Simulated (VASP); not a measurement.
# HfN (Fm-3m) in VASP: a series of runs

The runs below take HfN through single point, with PBE.

Everything below comes from runs of VASP 6.6.1. Logs are shortened: lines on timing, memory, paths and dates and some standing lists are left out, and cuts for length are marked.

## (1) The cell of the first run

The structure is cubic, space group Fm-3m (No. 225). The conventional cell has a = 4.420 Å, b = 4.420 Å, c = 4.420 Å, α = 90.00°, β = 90.00°, γ = 90.00°. Hf (site symmetry m-3m) has 6 N at 2.21 Å within 2.9 Å. Within 2.9 Å of N (site symmetry m-3m) lie 6 Hf at 2.21 Å.

## (2) Single point, PBE

INCAR reads:

```
  PREC = Accurate
  ENCUT = 520
  EDIFF = 1E-6
  ISMEAR = -1
  SIGMA = 0.1
  LREAL = False
  LASPH = True
  NELM = 80
  ALGO = Normal
  ISIF = 2
  LWAVE = False
  LCHARG = False
  GGA = PE
  NBANDS = 14
```

KPOINTS reads:

```
regular mesh
0
Gamma
  9 9 9
```

POSCAR reads:

```
HfN
1.0
    0.0000000000      2.2099462613      2.2099462613
    2.2099462613      0.0000000000      2.2099462613
    2.2099462613      2.2099462613      0.0000000000
Hf N
1 1
Direct
    0.0000000000      0.0000000000      0.0000000000
    0.5000000000      0.5000000000      0.5000000000
```

Potentials or basis: VASP PAW PBE potentials, release 64 (Hf_pv, N).

On the command line:

```
> cat potpaw_PBE.64/Hf_pv/POTCAR potpaw_PBE.64/N/POTCAR > POTCAR
> mpirun -np 1 vasp_std > vasp.out
```

OUTCAR:

```text
PREC = Accurate
   ENCUT = 520
   EDIFF = 1E-6
   ISMEAR = -1
   LREAL = False
   LASPH = True
   NELM = 80
   ISIF = 2
   GGA = PE

 ion  position               nearest neighbor table
   1  0.000  0.000  0.000-   2 2.21   2 2.21   2 2.21   2 2.21   2 2.21   2 2.21
   2  0.500  0.500  0.500-   1 2.21   1 2.21   1 2.21   1 2.21   1 2.21   1 2.21

  LATTYP: Found a face centered cubic cell.
 ALAT       =     4.4198925226

  Lattice vectors:

 A1 = (   0.0000000000,   2.2099462613,   2.2099462613)
 A2 = (   2.2099462613,   0.0000000000,   2.2099462613)
 A3 = (   2.2099462613,   2.2099462613,   0.0000000000)

Analysis of symmetry for initial positions (statically):
=====================================================================
 Subroutine PRICEL returns:
 Original cell was already a primitive cell.

 Routine SETGRP: Setting up the symmetry group for a
 face centered cubic supercell.

 Subroutine GETGRP returns: Found 48 space group operations
 (whereof 48 operations were pure point group operations)
 out of a pool of 48 trial point group operations.

The static configuration has the point symmetry O_h .

Analysis of symmetry for dynamics (positions and initial velocities):
=====================================================================
 Subroutine PRICEL returns:
 Original cell was already a primitive cell.

 Routine SETGRP: Setting up the symmetry group for a
 face centered cubic supercell.

 Subroutine GETGRP returns: Found 48 space group operations
 (whereof 48 operations were pure point group operations)
 out of a pool of 48 trial point group operations.

The dynamic configuration has the point symmetry O_h .

 Subroutine INISYM returns: Found 48 space group operations
 (whereof 48 operations are pure point group operations),
 and found     1 'primitive' translations

----------------------------------------------------------------------------------------

                                     Primitive cell

  volume of cell :      21.5861

  direct lattice vectors                    reciprocal lattice vectors
     0.000000000  2.209946261  2.209946261    -0.226249845  0.226249845  0.226249845
     2.209946261  0.000000000  2.209946261     0.226249845 -0.226249845  0.226249845
     2.209946261  2.209946261  0.000000000     0.226249845  0.226249845 -0.226249845

  length of vectors
     3.125335975  3.125335975  3.125335975     0.391876227  0.391876227  0.391876227

  position of ions in fractional coordinates (direct lattice)
     0.000000000  0.000000000  0.000000000
     0.500000000  0.500000000  0.500000000

  ion indices of the primitive-cell ions
   primitive index   ion index
                 1           1
                 2           2

----------------------------------------------------------------------------------------

 KPOINTS: regular mesh

Automatic generation of k-mesh.
 Grid dimensions read from file:
 generate k-points for:    9    9    9

 Generating k-lattice:

  Cartesian coordinates                     Fractional coordinates (reciprocal lattice)
    -0.025138872  0.025138872  0.025138872     0.111111111  0.000000000  0.000000000
     0.025138872 -0.025138872  0.025138872     0.000000000  0.111111111  0.000000000
     0.025138872  0.025138872 -0.025138872     0.000000000  0.000000000  0.111111111

  Length of vectors
     0.043541803  0.043541803  0.043541803

  Shift w.r.t. Gamma in fractional coordinates (k-lattice)
     0.000000000  0.000000000  0.000000000

 Subroutine IBZKPT returns following result:
 ===========================================

 Found     35 irreducible k-points:

 Following reciprocal coordinates:
            Coordinates               Weight
  0.000000  0.000000  0.000000      1.000000
  0.111111  0.000000  0.000000      8.000000
  0.222222  0.000000  0.000000      8.000000
  0.333333  0.000000  0.000000      8.000000
  0.444444  0.000000  0.000000      8.000000
  0.111111  0.111111  0.000000      6.000000
[... 16 lines left out ...]
 -0.333333  0.333333  0.000000     12.000000
  0.444444  0.444444  0.000000      6.000000
 [... further k-points ...]
   k-points           NKPTS =     35   k-points in BZ     NKDIM =     35   number of bands    NBANDS=     14
   number of dos      NEDOS =    301   number of ions     NIONS =      2
   total plane-waves  NPLWV =  13824
   dimension x,y,z NGX =    24 NGY =   24 NGZ =   24
   dimension x,y,z NGXF=    48 NGYF=   48 NGZF=   48
   ions per type =               1   1
   NGX,Y,Z   is equivalent  to a cutoff of  12.77, 12.77, 12.77 a.u.
   NGXF,Y,Z  is equivalent  to a cutoff of  25.53, 25.53, 25.53 a.u.
 SYSTEM =  unknown system
   PREC   = accura    normal or accurate (medium, high low for compatibility)
   ISTART =      0    job   : 0-new  1-cont  2-samecut
   ICHARG =      2    charge: 1-file 2-atom 10-const
   ISPIN  =      1    spin polarized calculation?
   LNONCOLLINEAR =      F non collinear calculations
   LSORBIT =      F    spin-orbit coupling
   LASPH  =      T    aspherical Exc in radial PAW
   ENCUT  =  520.0 eV  38.22 Ry    6.18 a.u.   5.81  5.81  5.81*2*pi/ulx,y,z
   NELM   =     80;   NELMIN=  2; NELMDL= -5     # of ELM steps
   EDIFF  = 0.1E-05   stopping-criterion for ELM
   LREAL  =      F    real-space projection
   EDIFFG = 0.1E-04   stopping-criterion for IOM
   NSW    =      0    number of steps for IOM
   IBRION =     -1    ionic relax: 0-MD 1-quasi-New 2-CG
   NFREE  =      0    steps in history (QN), initial steepest desc. (CG)
   ISIF   =      2    stress and relaxation
   ISYM   =      2    0-nonsym 1-usesym 2-fastsym
   POTIM  = 0.5000    time-step for ionic-motion
   TEBEG  =    0.0;   TEEND  =   0.0 temperature during run
   PSTRESS=    0.0 pullay stress
   NELECT =      15.0000    total number of electrons
   NUPDOWN=      -1.0000    fix difference up-down
   EMIN   =  10.00;   EMAX   =-10.00  energy-range for DOS
   EFERMI =   0.00;   METHOD = LEGACY
   ISMEAR =    -1;   SIGMA  =   0.10  broadening in eV -4-tet -1-fermi 0-gaus
   EFERMI_NEDOS =   21; number of points for ismear=-14 and -15
   IALGO  =     38    algorithm
   IMIX   =      4    mixing-type and parameters
     AMIX     =   0.40;   BMIX     =  1.00
     AMIX_MAG =   1.60;   BMIX_MAG =  1.00
  volume/ion in A,a.u.               =      10.79        72.84
  Fermi-wavevector in a.u.,A,eV,Ry     =   1.450041  2.740180 28.607857  2.102618
  Thomas-Fermi vector in A             =   2.567698
   LORBIT       =      0    0 simple, 1 ext, 2 COOP (PROOUT), +10 PAW based schemes
   GGA     = PE    functional components
[... 5 lines left out ...]
 non-spin polarized calculation
  energy-cutoff  :      520.00
  volume of cell :       21.59
 maximum number of plane-waves:       592
   NGX = 11   NGY = 11   NGZ = 11

 number of electron      15.0000002 magnetization

 Free energy of the ion-electron system (eV)
  ---------------------------------------------------
  ext. energy  EPLUGINS =         0.00000000
  ---------------------------------------------------
  free energy    TOTEN  =       -21.65215612 eV

  energy without entropy =      -21.63242729  energy(sigma->0) =      -21.64229170

 E-fermi :   8.9723     XC(G=0): -13.0827

 val. band max:        8.9531134647   @ k =   0.4444   0.2222   0.1111
 cond. band min:       9.0245793924   @ k =   0.1111   0.0000   0.0000
 fundamental gap:      0.0714659277
 Fermi energy:         8.9722718416

 k-point     1 :       0.0000    0.0000    0.0000
  band No.  band energies     occupation
      1     -21.9070      2.00000
      2     -21.9070      2.00000
      3     -21.9070      2.00000
      4      -8.9175      2.00000
      5       5.8801      2.00000
      6       5.8801      2.00000
      7       5.8801      2.00000
      8       8.5963      1.95449
      9       8.5963      1.95449
     10       8.5963      1.95449
     11      11.1150      0.00000
     12      11.1150      0.00000
     13      11.4362      0.00000
     14      18.7089      0.00000

 k-point     2 :       0.1111    0.0000    0.0000
  band No.  band energies     occupation
      1     -22.0668      2.00000
      2     -21.9195      2.00000
      3     -21.9195      2.00000
      4      -8.5940      2.00000
      5       4.7524      2.00000
      6       5.1717      2.00000
      7       5.1717      2.00000
      8       8.8960      1.36391
      9       9.0246      0.74427
     10       9.0246      0.74427
     11      12.0925      0.00000
     12      12.0925      0.00000
     13      12.2647      0.00000
     14      19.7248      0.00000

 k-point     3 :       0.2222    0.0000    0.0000
  band No.  band energies     occupation
      1     -22.4482      2.00000
      2     -21.9509      2.00000
      3     -21.9509      2.00000
      4      -7.7548      2.00000
      5       2.7975      2.00000
      6       3.9779      2.00000
      7       3.9779      2.00000
      8       9.4262      0.02114
      9      10.0837      0.00003
     10      10.0837      0.00003
     11      13.8983      0.00000
     12      14.1986      0.00000
     13      14.1986      0.00000
     14      21.5013      0.00000
[... 324 lines left out ...]
 k-point    23 :      -0.3333    0.3333    0.0000
  band No.  band energies     occupation
      1     -22.7090      2.00000
      2     -22.6229      2.00000
      3     -22.1343      2.00000
      4      -6.7843      2.00000
      5       1.6100      2.00000
      6       3.2915      2.00000
      7       3.3633      2.00000
      8       9.5820      0.00449
      9      12.3665      0.00000
     10      13.0491      0.00000
     11      15.2053      0.00000
     12      17.6112      0.00000
     13      19.8836      0.00000
     14      21.5252      0.00000

 k-point    24 :       0.4444    0.4444    0.0000
  band No.  band energies     occupation
      1     -22.8845      2.00000
      2     -22.2830      2.00000
      3     -22.2830      2.00000
      4      -7.7654      2.00000
      5       3.3510      2.00000
      6       4.9443      2.00000
      7       5.2333      2.00000
      8       5.2333      2.00000
      9      13.3593      0.00000
     10      14.9459      0.00000
     11      14.9459      0.00000
     12      15.1296      0.00000
     13      18.1283      0.00000
     14      19.0963      0.00000

 [... further k-points ...]

------------------------ aborting loop because EDIFF is reached ----------------------------------------

  FORCE on cell =-STRESS in cart. coord.  units (eV):
  Direction    XX          YY          ZZ          XY          YZ          ZX
  --------------------------------------------------------------------------------------
  -------------------------------------------------------------------------------------
  Total        3.3040075      3.3040075      3.3040075      0.0000000     -0.0000000      0.0000000
  in kB      245.2316233    245.2316233    245.2316233      0.0000000     -0.0000000      0.0000000
  external PRESSURE =     245.2316233 kB  Pullay stress =       0.0000000 kB

 VOLUME and BASIS-vectors are now :
 -----------------------------------------------------------------------------
  energy-cutoff  :      520.00
  volume of cell :       21.59
      direct lattice vectors                 reciprocal lattice vectors
     0.000000000  2.209946261  2.209946261    -0.226249845  0.226249845  0.226249845
     2.209946261  0.000000000  2.209946261     0.226249845 -0.226249845  0.226249845
     2.209946261  2.209946261  0.000000000     0.226249845  0.226249845 -0.226249845

 POSITION                                       TOTAL-FORCE (eV/Angst)
 -----------------------------------------------------------------------------------
      0.00000      0.00000      0.00000        -0.000000     -0.000000     -0.000000
      2.20995      2.20995      2.20995         0.000000      0.000000      0.000000
 -----------------------------------------------------------------------------------
    total drift:                                0.000000     -0.000000     -0.000000

  FREE ENERGIE OF THE ION-ELECTRON SYSTEM (eV)
  ---------------------------------------------------
  free  energy   TOTEN  =       -21.6521561182 eV

  energy  without entropy=      -21.6324272914  energy(sigma->0) =      -21.64229170
```

Run time: 8.2 s. Hardware: 1 thread of Intel Xeon 6975P-C, shared host; peak memory 0.14 GiB.

Results:

```yaml
Free_energy: -21.6522 eV
Pressure: 24.5 GPa
```

Caveat: spin-orbit coupling is left out, which moves the levels of the heavy elements.

(Part 1 of 2 ends here.)
